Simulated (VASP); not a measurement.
Here is a VASP 6.6.1 calculation.

INCAR

```
PREC = Accurate ; ENCUT = 520
EDIFF = 1E-6 ; ISMEAR = 1
SIGMA = 0.1 ; LREAL = Auto
LASPH = T ; NELM = 100
ALGO = Normal ; ISIF = 2
LWAVE = F ; LCHARG = F
LDIPOL = T ; IDIPOL = 3
DIPOL = 0.5 0.5 0.500 ; GGA = CA
NBANDS = 128
```

KPOINTS

```
regular mesh
0
Gamma
  5 5 1
```

The input POSCAR:

```
Ta19W
1.0
    5.6338675160      0.0000000144      0.0000000000
   -1.8779558582      5.3116612263      0.0000000000
    0.0000000000      0.0000000000     21.2000265128
Ta W
19 1
Direct
    0.0000000000      0.0000000000      0.2893567904
    0.0000000000      0.5000000000      0.2886468437
    0.5000000000      0.0000000000      0.2886468437
    0.5000000000      0.5000000000      0.2894391784
    0.2531080875      0.2531080875      0.3939923968
    0.2492657059      0.7507342941      0.3919947584
    0.7507342941      0.2492657059      0.3919947584
    0.7468919125      0.7468919125      0.3939923968
    0.5000000000      0.0000000000      0.4999999812
    1.0000000000      0.5000000000      0.4999999812
    0.0000000000      0.0000000000      0.4999999745
    0.7468920389      0.7468920389      0.6060077072
    0.7507343980      0.2492656020      0.6080051716
    0.2492656020      0.7507343980      0.6080051716
    0.2531079611      0.2531079611      0.6060077072
    0.0000000000      0.0000000000      0.7106432940
    0.0000000000      0.5000000000      0.7113530185
    0.5000000000      0.0000000000      0.7113530185
    0.5000000000      0.5000000000      0.7105608847
    0.5000000000      0.5000000000      0.5000001235
```

Potentials or basis: VASP PAW LDA potentials, release 64 (Ta_pv, W_sv).

Launch:

```bash
$ cat potpaw_LDA.64/Ta_pv/POTCAR potpaw_LDA.64/W_sv/POTCAR > POTCAR
$ mpirun -np 1 vasp_std > vasp.out
```

(1) Predict the largest force.

Answers

(1) 0.088 eV/Å.
